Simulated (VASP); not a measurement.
# LaS in VASP: notebook

LaS is run at these levels: LDA; tasks: relaxation of the atoms, single point.

Program: VASP 6.6.1. These are calculated values, not measurements. Logs are shortened: lines on timing, memory, paths and dates and some standing lists are left out, and cuts for length are marked.

## (1) The cell of the first run

The cell holds a slab with vacuum, 6 atoms: a = 4.139 Å, b = 4.139 Å, c = 17.854 Å, α = 90.00°, β = 90.00°, γ = 90.00°.

## (2) Relaxation of the atoms, LDA

Contents of INCAR:

```
  PREC = Accurate
  ENCUT = 520
  EDIFF = 1E-7
  ISMEAR = 1
  SIGMA = 0.1
  LREAL = False
  LASPH = True
  NELM = 80
  ALGO = Normal
  ISIF = 2
  LWAVE = False
  LCHARG = False
  LDIPOL = True
  IDIPOL = 3
  DIPOL = 0.5 0.5 0.500
  GGA = CA
  IBRION = 2
  NSW = 50
  EDIFFG = -0.03
```

Contents of KPOINTS:

```
regular mesh
0
Gamma
  4 4 1
```

Contents of POSCAR:

```
LaS
1.0
    4.1394030971      0.0000000000      0.0000000000
    0.0000000000      4.1394030971      0.0000000000
    0.0000000000      0.0000000000     17.8540000000
La S
3 3
Direct
    0.0000000000      0.0000000000      0.3360591464
    0.5000000000      0.5000000000      0.5000000000
    0.0000000000      0.0000000000      0.6639408536
    0.5000000000      0.5000000000      0.3360591464
    0.0000000000      0.0000000000      0.5000000000
    0.5000000000      0.5000000000      0.6639408536
```

Potentials or basis: VASP PAW LDA potentials, release 64 (La, S).

Run with:

```
$ cat potpaw_LDA.64/La/POTCAR potpaw_LDA.64/S/POTCAR > POTCAR
$ mpirun -np 1 vasp_std > vasp.out
```

OUTCAR:

```text
PREC = Accurate
   ENCUT = 520
   EDIFF = 1E-7
   ISMEAR = 1
   LREAL = False
   LASPH = True
   NELM = 80
   ISIF = 2
   GGA = CA
   IBRION = 2
   NSW = 50
   EDIFFG = -0.03

 ion  position               nearest neighbor table
   1  0.000  0.000  0.336-   4 2.93   4 2.93   4 2.93   4 2.93   5 2.93
   2  0.500  0.500  0.500-   5 2.93   5 2.93   5 2.93   5 2.93   6 2.93   4 2.93
   3  0.000  0.000  0.664-   6 2.93   6 2.93   6 2.93   6 2.93   5 2.93
   4  0.500  0.500  0.336-   1 2.93   1 2.93   1 2.93   1 2.93   2 2.93
   5  0.000  0.000  0.500-   2 2.93   2 2.93   2 2.93   2 2.93   3 2.93   1 2.93
   6  0.500  0.500  0.664-   3 2.93   3 2.93   3 2.93   3 2.93   2 2.93

  LATTYP: Found a simple tetragonal cell.
 ALAT       =     4.1394030971
 C/A-ratio  =     4.3131822587

  Lattice vectors:

 A1 = (   4.1394030971,   0.0000000000,   0.0000000000)
 A2 = (   0.0000000000,   4.1394030971,   0.0000000000)
 A3 = (   0.0000000000,   0.0000000000,  17.8540000000)

Analysis of symmetry for initial positions (statically):
=====================================================================
 Subroutine PRICEL returns:
 Original cell was already a primitive cell.

 Routine SETGRP: Setting up the symmetry group for a
 simple tetragonal supercell.

 Subroutine GETGRP returns: Found 16 space group operations
 (whereof 16 operations were pure point group operations)
 out of a pool of 16 trial point group operations.

The static configuration has the point symmetry D_4h.

Analysis of symmetry for dynamics (positions and initial velocities):
=====================================================================
 Subroutine PRICEL returns:
 Original cell was already a primitive cell.

 Routine SETGRP: Setting up the symmetry group for a
 simple tetragonal supercell.

 Subroutine GETGRP returns: Found 16 space group operations
 (whereof 16 operations were pure point group operations)
 out of a pool of 16 trial point group operations.

The dynamic configuration has the point symmetry D_4h.

 Subroutine INISYM returns: Found 16 space group operations
 (whereof 16 operations are pure point group operations),
 and found     1 'primitive' translations

----------------------------------------------------------------------------------------

                                     Primitive cell

  volume of cell :     305.9222

  direct lattice vectors                    reciprocal lattice vectors
     4.139403097  0.000000000  0.000000000     0.241580725  0.000000000  0.000000000
     0.000000000  4.139403097  0.000000000     0.000000000  0.241580725  0.000000000
     0.000000000  0.000000000 17.854000000     0.000000000  0.000000000  0.056009858

  length of vectors
     4.139403097  4.139403097 17.854000000     0.241580725  0.241580725  0.056009858

  position of ions in fractional coordinates (direct lattice)
     0.000000000  0.000000000  0.336059146
     0.500000000  0.500000000  0.500000000
     0.000000000  0.000000000  0.663940854
     0.500000000  0.500000000  0.336059146
     0.000000000  0.000000000  0.500000000
     0.500000000  0.500000000  0.663940854

  ion indices of the primitive-cell ions
   primitive index   ion index
                 1           1
                 2           2
                 3           3
                 4           4
                 5           5
                 6           6

----------------------------------------------------------------------------------------

 KPOINTS: regular mesh

Automatic generation of k-mesh.
 Grid dimensions read from file:
 generate k-points for:    4    4    1

 Generating k-lattice:

  Cartesian coordinates                     Fractional coordinates (reciprocal lattice)
     0.060395181  0.000000000  0.000000000     0.250000000  0.000000000  0.000000000
     0.000000000  0.060395181  0.000000000     0.000000000  0.250000000  0.000000000
     0.000000000  0.000000000  0.056009858     0.000000000  0.000000000  1.000000000

  Length of vectors
     0.060395181  0.060395181  0.056009858

  Shift w.r.t. Gamma in fractional coordinates (k-lattice)
     0.000000000  0.000000000  0.000000000

 Subroutine IBZKPT returns following result:
 ===========================================

 Found      6 irreducible k-points:

 Following reciprocal coordinates:
            Coordinates               Weight
  0.000000  0.000000  0.000000      1.000000
  0.250000  0.000000  0.000000      4.000000
  0.500000  0.000000  0.000000      2.000000
  0.250000  0.250000  0.000000      4.000000
  0.500000  0.250000  0.000000      4.000000
  0.500000  0.500000  0.000000      1.000000
   k-points           NKPTS =      6   k-points in BZ     NKDIM =      6   number of bands    NBANDS=     30
   number of dos      NEDOS =    301   number of ions     NIONS =      6
   total plane-waves  NPLWV = 143360
   dimension x,y,z NGX =    32 NGY =   32 NGZ =  140
   dimension x,y,z NGXF=    64 NGYF=   64 NGZF=  280
   ions per type =               3   3
   NGX,Y,Z   is equivalent  to a cutoff of  12.85, 12.85, 13.04 a.u.
   NGXF,Y,Z  is equivalent  to a cutoff of  25.70, 25.70, 26.07 a.u.
 SYSTEM =  unknown system
   PREC   = accura    normal or accurate (medium, high low for compatibility)
   ISTART =      0    job   : 0-new  1-cont  2-samecut
   ICHARG =      2    charge: 1-file 2-atom 10-const
   ISPIN  =      1    spin polarized calculation?
   LNONCOLLINEAR =      F non collinear calculations
   LSORBIT =      F    spin-orbit coupling
   LASPH  =      T    aspherical Exc in radial PAW
   ENCUT  =  520.0 eV  38.22 Ry    6.18 a.u.   7.70  7.70 33.20*2*pi/ulx,y,z
   NELM   =     80;   NELMIN=  2; NELMDL= -5     # of ELM steps
   EDIFF  = 0.1E-06   stopping-criterion for ELM
   LREAL  =      F    real-space projection
   EDIFFG = -.3E-01   stopping-criterion for IOM
   NSW    =     50    number of steps for IOM
   IBRION =      2    ionic relax: 0-MD 1-quasi-New 2-CG
   NFREE  =      1    steps in history (QN), initial steepest desc. (CG)
   ISIF   =      2    stress and relaxation
   ISYM   =      2    0-nonsym 1-usesym 2-fastsym
   POTIM  = 0.5000    time-step for ionic-motion
   TEBEG  =    0.0;   TEEND  =   0.0 temperature during run
   PSTRESS=    0.0 pullay stress
   NELECT =      51.0000    total number of electrons
   NUPDOWN=      -1.0000    fix difference up-down
   EMIN   =  10.00;   EMAX   =-10.00  energy-range for DOS
   EFERMI =   0.00;   METHOD = LEGACY
   ISMEAR =     1;   SIGMA  =   0.10  broadening in eV -4-tet -1-fermi 0-gaus
   EFERMI_NEDOS =   21; number of points for ismear=-14 and -15
   IALGO  =     38    algorithm
   IMIX   =      4    mixing-type and parameters
     AMIX     =   0.40;   BMIX     =  1.00
     AMIX_MAG =   1.60;   BMIX_MAG =  1.00
  volume/ion in A,a.u.               =      50.99       344.08
  Fermi-wavevector in a.u.,A,eV,Ry     =   0.901006  1.702655 11.045381  0.811813
  Thomas-Fermi vector in A             =   2.024034
   LORBIT       =      0    0 simple, 1 ext, 2 COOP (PROOUT), +10 PAW based schemes
   GGA     = CA    functional components
   LHFCALC =     F    Hartree Fock is set to
   AEXX    =    0.0000 exact exchange contribution
   IVDW    =     0    specifies the selected vdW correction
   LEPSILON=     F    determine dielectric tensor
   LRPA    =     F    only Hartree local field effects (RPA)
 conjugate gradient relaxation of ions
 non-spin polarized calculation
 Methfessel and Paxton  Order N= 1 SIGMA  =   0.10
  energy-cutoff  :      520.00
  volume of cell :      305.92
 maximum number of plane-waves:      8276
 NGX is ok and might be reduce to    32
   NGX = 15   NGY = 15   NGZ = 67

--------------------------------------- Ionic step        1  -------------------------------------------

 number of electron      50.9999999 magnetization

 Free energy of the ion-electron system (eV)
  ---------------------------------------------------
  ext. energy  EPLUGINS =         0.00000000
  ---------------------------------------------------
  free energy    TOTEN  =       -42.49383283 eV

  energy without entropy =      -42.48597486  energy(sigma->0) =      -42.49121350

------------------------ aborting loop because EDIFF is reached ----------------------------------------

  FORCE on cell =-STRESS in cart. coord.  units (eV):
  Direction    XX          YY          ZZ          XY          YZ          ZX
  --------------------------------------------------------------------------------------
  -------------------------------------------------------------------------------------
  Total       -6.5877437     -6.5877437     -4.6690602      0.0000000      0.0000000      0.0000000
  in kB      -34.5013675    -34.5013675    -24.4528277      0.0000000      0.0000000      0.0000000
  external PRESSURE =     -31.1518542 kB  Pullay stress =       0.0000000 kB
[... 101 lines left out ...]
  FREE ENERGIE OF THE ION-ELECTRON SYSTEM (eV)
  ---------------------------------------------------
  free  energy   TOTEN  =       -42.7680808843 eV

  energy  without entropy=      -42.7630132495  energy(sigma->0) =      -42.76639167

[... ionic steps 4 to 7 ...]

--------------------------------------- Ionic step        8  -------------------------------------------

 number of electron      51.0000002 magnetization

------------------------ aborting loop because EDIFF is reached ----------------------------------------
[... 69 lines left out ...]
  FREE ENERGIE OF THE ION-ELECTRON SYSTEM (eV)
  ---------------------------------------------------
  free  energy   TOTEN  =       -42.8225795674 eV

  energy  without entropy=      -42.8177999398  energy(sigma->0) =      -42.82098636

 dipolmoment           0.000000      0.000000      0.000000 electrons x Angstroem

--------------------------------------- Ionic step       10  -------------------------------------------

 number of electron      51.0000003 magnetization

 dipolmoment           0.000000      0.000000     -0.000000 electrons x Angstroem

 Free energy of the ion-electron system (eV)
  ---------------------------------------------------
  ext. energy  EPLUGINS =         0.00000000
  ---------------------------------------------------
  free energy    TOTEN  =       -42.82300970 eV

  energy without entropy =      -42.81832787  energy(sigma->0) =      -42.82144909

 E-fermi :   3.0487     XC(G=0):  -5.7948

 val. band max:        3.0181275340   @ k =   0.2500   0.0000   0.0000
 cond. band min:       3.4597696019   @ k =   0.2500   0.2500   0.0000
 fundamental gap:      0.4416420679
 Fermi energy:         3.0487323060

 k-point     1 :       0.0000    0.0000    0.0000
  band No.  band energies     occupation
      1     -30.0703      2.00000
      2     -30.0631      2.00000
      3     -29.6227      2.00000
      4     -14.3665      2.00000
      5     -14.2427      2.00000
      6     -13.7672      2.00000
[... 187 lines left out ...]
     29       4.2633     -0.00000
     30       4.2633     -0.00000

------------------------ aborting loop because EDIFF is reached ----------------------------------------

 vacuum level on the upper side and lower side of the slab       (xc-potential included)        -0.201        -0.201

  FORCE on cell =-STRESS in cart. coord.  units (eV):
  Direction    XX          YY          ZZ          XY          YZ          ZX
  --------------------------------------------------------------------------------------
  -------------------------------------------------------------------------------------
  Total       -6.2777456     -6.2777456     -0.0312133      0.0000000      0.0000000     -0.0000000
  in kB      -32.8778434    -32.8778434     -0.1634705      0.0000000      0.0000000     -0.0000000
  external PRESSURE =     -21.9730524 kB  Pullay stress =       0.0000000 kB
[... 21 lines left out ...]
  FREE ENERGIE OF THE ION-ELECTRON SYSTEM (eV)
  ---------------------------------------------------
  free  energy   TOTEN  =       -42.8230096980 eV

  energy  without entropy=      -42.8183278722  energy(sigma->0) =      -42.82144909

 reached required accuracy - stopping structural energy minimisation

 vacuum level on the upper side and lower side of the slab         5.316         5.316
```

Run time: 16 min. Hardware: 1 thread of Intel Xeon Platinum 8375C at 2.90GHz (Ice Lake), shared host; peak memory 0.35 GiB.

What came out:

```
Free energy               : -42.8230 eV
Energy gained by relaxing : 54.9 meV/atom
Ionic steps               : 10
Band gap on the k mesh    : zero (an odd number of electrons rules out a gap without spin polarisation)
```

Step by step:
```tsv
step	energy change (eV)	largest force (eV/Å)	pressure (GPa)
1	0.0000	1.3140	-3.12
2	-0.1705	1.0278	-2.93
3	-0.2742	0.6358	-2.00
4	-0.3241	0.1369	-2.46
5	-0.3252	0.1099	-2.41
6	-0.3251	0.1238	-2.39
7	-0.3267	0.0995	-2.33
8	-0.3287	0.0522	-2.19
9	-0.3287	0.0584	-2.17
10	-0.3292	0.0016	-2.20
```

Final structure:
```xyz
6
Lattice="4.1394 0.0000 0.0000 0.0000 4.1394 0.0000 0.0000 0.0000 17.8540" Properties=species:S:1:pos:R:3 pbc="T T T"
La    0.0000    0.0000    6.1987
La    2.0697    2.0697    8.9270
La    0.0000    0.0000   11.6553
S     2.0697    2.0697    5.9555
S     0.0000    0.0000    8.9270
S     2.0697    2.0697   11.8985
```

Levels at points of the mesh, in eV from the Fermi level:
| k point | band 22 | band 23 | band 24 | band 25 | band 26 | band 27 | band 28 | band 29 | band 30 |
| --- | --- | --- | --- | --- | --- | --- | --- | --- | --- |
| (0.00, 0.00, 0.00) | -3.01 | -2.93 | -2.93 | -1.75 | -1.02 | -0.09 | 0.45 | 0.52 | 0.52 |
| (0.50, 0.00, 0.00) | -4.27 | -4.09 | -3.56 | 0.63 | 0.70 | 1.00 | 1.13 | 1.14 | 1.17 |
| (0.50, 0.50, 0.00) | -3.23 | -3.23 | -3.03 | -1.41 | -1.41 | 0.46 | 0.46 | 1.21 | 1.21 |

Caveat: the k points lie up to 0.38 Å⁻¹ apart, too coarse for converged energies and pressures of a metal; spin-orbit coupling is left out, which moves the levels of the heavy elements.

## (3) Single point, LDA

Contents of INCAR:

```
PREC = Accurate
ENCUT = 520
EDIFF = 1E-6
ISMEAR = 1
SIGMA = 0.1
LREAL = F
LASPH = T
NELM = 80
ALGO = Normal
ISIF = 2
LWAVE = F
LCHARG = T
LDIPOL = T
IDIPOL = 3
DIPOL = 0.5 0.5 0.500
GGA = CA
LELF = T
LVHAR = T
LVACPOTAV = T
NBANDS = 34
```

Contents of KPOINTS:

```
Automatic mesh
0
Gamma
  4 4 1
```

Contents of POSCAR:

```
LaS
1.0
    4.1394030971      0.0000000000      0.0000000000
    0.0000000000      4.1394030971      0.0000000000
    0.0000000000      0.0000000000     17.8540000000
La S
3 3
Direct
    0.0000000000      0.0000000000      0.3471431080
    0.5000000000      0.5000000000      0.5000000291
    0.0000000000      0.0000000000      0.6528568345
    0.5000000000      0.5000000000      0.3334861583
    0.0000000000      0.0000000000      0.4999999817
    0.5000000000      0.5000000000      0.6665138884
```

Potentials or basis: VASP PAW LDA potentials, release 64 (La, S).

Run with:

```
$ cat potpaw_LDA.64/La/POTCAR potpaw_LDA.64/S/POTCAR > POTCAR
$ mpirun -np 1 vasp_std > vasp.out
```

Run time: 3.3 min. Hardware: 1 thread of Intel Xeon 8259CL, shared host; peak memory 0.31 GiB.

Results (log left out):

```yaml
Free_energy: -42.8230 eV
Largest_force: 0.006 eV/Å
Band_gap_on_the_k_mesh: zero (an odd number of electrons rules out a gap without spin polarisation)
```

Forces on the atoms (eV/Å):
```
La   0.000  0.000  0.006
La   0.000  0.000  0.000
La   0.000  0.000 -0.006
S    0.000  0.000  0.005
S    0.000  0.000  0.000
S    0.000  0.000 -0.005
```

Levels at points of the mesh, in eV from the Fermi level:
```csv
k point,band 22,band 23,band 24,band 25,band 26,band 27,band 28,band 29,band 30,band 31
"(0.00, 0.00, 0.00)",-3.01,-2.93,-2.93,-1.75,-1.02,-0.09,0.45,0.52,0.52,0.93
"(0.50, 0.00, 0.00)",-4.27,-4.09,-3.56,0.63,0.70,1.00,1.13,1.14,1.16,1.18
"(0.50, 0.50, 0.00)",-3.23,-3.23,-3.03,-1.40,-1.40,0.46,0.46,1.21,1.21,1.39
```

Caveat: the k points lie up to 0.38 Å⁻¹ apart, too coarse for converged energies and pressures of a metal; spin-orbit coupling is left out, which moves the levels of the heavy elements.
